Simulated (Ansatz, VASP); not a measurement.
**One calculation of K3I2Br, two programs**

```
K I Br
1.0
     4.71106    0.00000    0.00000
    -2.35553    4.07989    0.00000
     0.00000    0.00000   11.56804
K I Br
3 2 1
Direct
  0.00000 0.00000 0.50000
  0.33333 0.66667 0.15010
  0.66667 0.33333 0.84990
  0.33333 0.66667 0.67502
  0.66667 0.33333 0.32498
  0.00000 0.00000 0.00000
```

Alike in both runs: functional LDA; k mesh 6 × 6 × 2; occupations gaussian, width 0.05 eV; no spin polarisation.

Ansatz relaxed the structure, and its values are those at the end. VASP's run is a single point on that final structure, the one shown.

|  | VASP | Ansatz |
| --- | --- | --- |
| version | VASP 6.6.1 | Ansatz 0.2.0 |
| potentials or method | VASP PAW LDA potentials, release 64 (K_sv, I, Br), cutoff 520 eV | scalar-relativistic, plane waves, PAW |
| valence electrons in the cell | 48 | 68 |

Ansatz gave:

- gap on the k mesh at the Fermi level (eV): 3.74
- least direct gap on the mesh (eV): 3.74
- pressure (GPa): 0.0

What did VASP give for the same quantities?

gap on the k mesh at the Fermi level (eV): 3.75; least direct gap on the mesh (eV): 3.75; pressure (GPa): 0.1.

LDA's correlation is that of Perdew and Zunger in VASP and of Perdew and Wang (1992) in Ansatz. VASP's potentials hold 48 valence electrons a cell and Ansatz's 68, so a difference there can come from the potentials and not from the codes. Ansatz's warnings: stress scf threshold loose.

Neither program's run includes spin-orbit coupling.
